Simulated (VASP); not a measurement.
A run of VASP 6.6.1:

File INCAR:

```
  ALGO = Normal
  EDIFF = 1E-6
  ENCUT = 520
  GGA = PE
  ISIF = 2
  ISMEAR = 0
  ISPIN = 2
  LASPH = True
  LCHARG = True
  LELF = True
  LMAXMIX = 4
  LORBIT = 11
  LREAL = False
  LVHAR = True
  LWAVE = False
  MAGMOM = 2.44
  NBANDS = 14
  NELM = 150
  PREC = Accurate
  SIGMA = 0.15
```

The input KPOINTS:

```
k-points
0
Gamma
  12 12 12
```

The input POSCAR:

```
Fe
1.0
   -1.4747542408      1.4747542408      1.2700583522
    1.4747542408     -1.4747542408      1.2700583522
    1.4747542408      1.4747542408     -1.2700583522
Fe
1
Direct
    0.0000000000      0.0000000000      0.0000000000
```

Potentials or basis: VASP PAW PBE potentials, release 64 (Fe).

Run with:

```console
$ cat potpaw_PBE.64/Fe/POTCAR > POTCAR
$ mpirun -np 1 vasp_std > vasp.out
```

Hardware: 1 thread of Intel(R) Xeon(R) 6975P-C (Granite Rapids), on a shared host.

Q: Estimate the wall time of this run.

A: Wall time 18 s on 1 thread of Intel(R) Xeon(R) 6975P-C (Granite Rapids), with other jobs on the host, peak memory 0.15 GiB. Counts: scf iterations 13, k points 163.
